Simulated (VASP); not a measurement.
Wanted: the native input for a VASP 6.6.1 run.

* Task: single point
* Functional: PBE
* Potentials or basis: VASP PAW PBE potentials, release 64 (Ba_sv, Ti_sv, O)
* Cutoff: 520 eV
* k mesh: 6 × 6 × 6
* Occupations: gaussian, width 0.01 eV
* Spin: no spin polarisation
* Dipole correction: no
* Further INCAR settings: ALGO = Normal; EDIFF = 1e-06; NBANDS = 28

The structure of BaTiO3 lies in POSCAR:

```
BaTiO3
1.0
    3.8329442289      0.0000000000      0.0000000000
    0.0000000000      3.8329442289      0.0000000000
    0.0000000000      0.0000000000      3.8503849971
Ba Ti O
1 1 3
Direct
    0.0000000000      0.0000000000      0.0000000000
    0.5000000000      0.5000000000      0.4900000000
    0.5000000000      0.5000000000      0.0190000000
    0.5000000000      0.0000000000      0.5170000000
    0.0000000000      0.5000000000      0.5170000000
```

The input as run:

INCAR

```
SYSTEM = BaTiO3
ALGO = Normal
EDIFF = 1E-6
ENCUT = 520
GGA = PE
ISIF = 2
ISMEAR = 0
LASPH = .True.
LCHARG = .False.
LREAL = .False.
LWAVE = .False.
NBANDS = 28
NELM = 100
PREC = Accurate
SIGMA = 0.01
```

KPOINTS

```
k-points
0
Gamma
  6 6 6
  0 0 0
```

Potentials or basis: VASP PAW PBE potentials, release 64 (Ba_sv, Ti_sv, O).

Command:

```sh
$ cat potpaw_PBE.64/Ba_sv/POTCAR potpaw_PBE.64/Ti_sv/POTCAR potpaw_PBE.64/O/POTCAR > POTCAR
$ mpirun -np 1 vasp_std > vasp.out
```

Results of the run:

```yaml
Pressure: 34.5 GPa
Largest_force: 0.645 eV/Å
Band_gap_on_the_k_mesh: 2.02 eV, indirect (least direct gap 2.18 eV)
```

Caveat: spin-orbit coupling is left out, which moves the levels of the heavy elements.

It took 30 s on 1 thread of Intel(R) Xeon(R) 6975P-C (Granite Rapids) (shared host), peak memory 0.21 GiB.
